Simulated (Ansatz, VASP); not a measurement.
## Hf: VASP beside Ansatz

```
Hf
1.0
     0.00000    2.24260    2.24260
     2.24260    0.00000    2.24260
     2.24260    2.24260    0.00000
Hf
1
Direct
  0.00000 0.00000 0.00000
```

Alike in both runs: functional PBE; k mesh 16 × 16 × 16; occupations gaussian, width 0.1 eV; no spin polarisation.

Ansatz relaxed the structure, and its values are those at the end. VASP's run is a single point on that final structure, the one shown.

```csv
,VASP,Ansatz
version,VASP 6.6.1,Ansatz 0.2.0
potentials or method,"VASP PAW PBE potentials, release 64 (Hf_pv), cutoff 520 eV","scalar-relativistic, plane waves, PAW"
valence electrons in the cell,10,26
```

Ansatz gave:

```
gap on the k mesh at the Fermi level (eV) : none
pressure (GPa)                            : 0.0
```

Question: What did VASP give for the same quantities?

Answer: gap on the k mesh at the Fermi level (eV): none; pressure (GPa): -0.4.

A gap of «none» marks a metal or a gap that the smearing closes. VASP's potentials hold 10 valence electrons a cell and Ansatz's 26, so a difference there can come from the potentials and not from the codes.

Neither program's run includes spin-orbit coupling.
